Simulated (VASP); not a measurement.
A run of VASP 6.6.1 is set up as follows.

The input INCAR:

```
  PREC = Accurate
  ENCUT = 520
  EDIFF = 1E-6
  ISMEAR = 0
  SIGMA = 0.1
  LREAL = False
  LASPH = True
  NELM = 60
  ALGO = Normal
  ISIF = 2
  LWAVE = False
  LCHARG = False
  GGA = PE
  NBANDS = 24
```

The input KPOINTS:

```
Automatic mesh
0
Gamma
  4 4 4
```

The input POSCAR:

```
Ge2P
1.0
    0.0000000000      3.3341847600      3.3341847600
    3.3341847600      0.0000000000      3.3341847600
    3.3341847600      3.3341847600      0.0000000000
Ge P
2 1
Direct
    0.2500000000      0.2500000000      0.2500000000
    0.7500000000      0.7500000000      0.7500000000
    0.0000000000      0.0000000000      0.0000000000
```

Potentials or basis: VASP PAW PBE potentials, release 64 (Ge_d, P).

Command:

```console
$ cat potpaw_PBE.64/Ge_d/POTCAR potpaw_PBE.64/P/POTCAR > POTCAR
$ mpirun -np 1 vasp_std > vasp.out
```

Estimate the band gap on the k mesh.

zero (an odd number of electrons rules out a gap without spin polarisation).

Estimate the pressure.

-6.3 GPa.

Caveat: the k points lie up to 0.41 Å⁻¹ apart, too coarse for converged energies and pressures of a metal.
